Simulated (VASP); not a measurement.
A run of VASP 6.6.1 is set up as follows.

POSCAR

```
Sn
1.0
    3.2060643793      0.0000000000      0.0000000000
   -1.6030321896      2.7765331987      0.0000000000
    0.0000000000      0.0000000000      3.1338616367
Sn
1
Direct
    0.0000000000      0.0000000000      0.0000000000
```

File INCAR.step1:

```
SYSTEM = Sn
PREC = Accurate
ENCUT = 520
ISMEAR = 0
SIGMA = 0.1
LREAL = .False.
LASPH = .True.
NELM = 100
NBANDS = 13
GGA = PE
ALGO = Normal
EDIFF = 1E-4
LWAVE = .True.
LCHARG = .False.
```

INCAR.step2

```
SYSTEM = Sn
PREC = Accurate
ENCUT = 520
EDIFF = 1E-6
ISMEAR = 0
SIGMA = 0.1
LREAL = .False.
LASPH = .True.
NELM = 100
ALGO = Normal
ISIF = 2
LWAVE = .False.
LCHARG = .True.
METAGGA = R2SCAN
LMIXTAU = .True.
LELF = .True.
LVHAR = .True.
NBANDS = 13
ISTART = 1
```

The input KPOINTS:

```
Automatic mesh
0
Gamma
  6 6 6
  0 0 0
```

Potentials or basis: VASP PAW PBE potentials, release 64 (Sn_d).

Run with:

```bash
$ cat potpaw_PBE.64/Sn_d/POTCAR > POTCAR
$ cp INCAR.step1 INCAR
$ mpirun -np 1 vasp_std > vasp.out
$ cp INCAR.step2 INCAR
$ mpirun -np 1 vasp_std > vasp.out
```

Question: Estimate the band gap on the k mesh.

Answer: Zero (band 7 reaches 12.33 eV, above the bottom of band 8 at 4.81 eV).

Question: What does it give for the pressure?

Answer: 0.0 GPa.

Stress tensor (GPa, compression positive):
```
-0.09  0.00  0.00
 0.00 -0.09  0.00
 0.00  0.00  0.16
```

Caveat: the k points lie up to 0.38 Å⁻¹ apart; the PAW data sets were made with another functional, which shifts forces and pressure a little; spin-orbit coupling is left out, which moves the levels of the heavy elements.
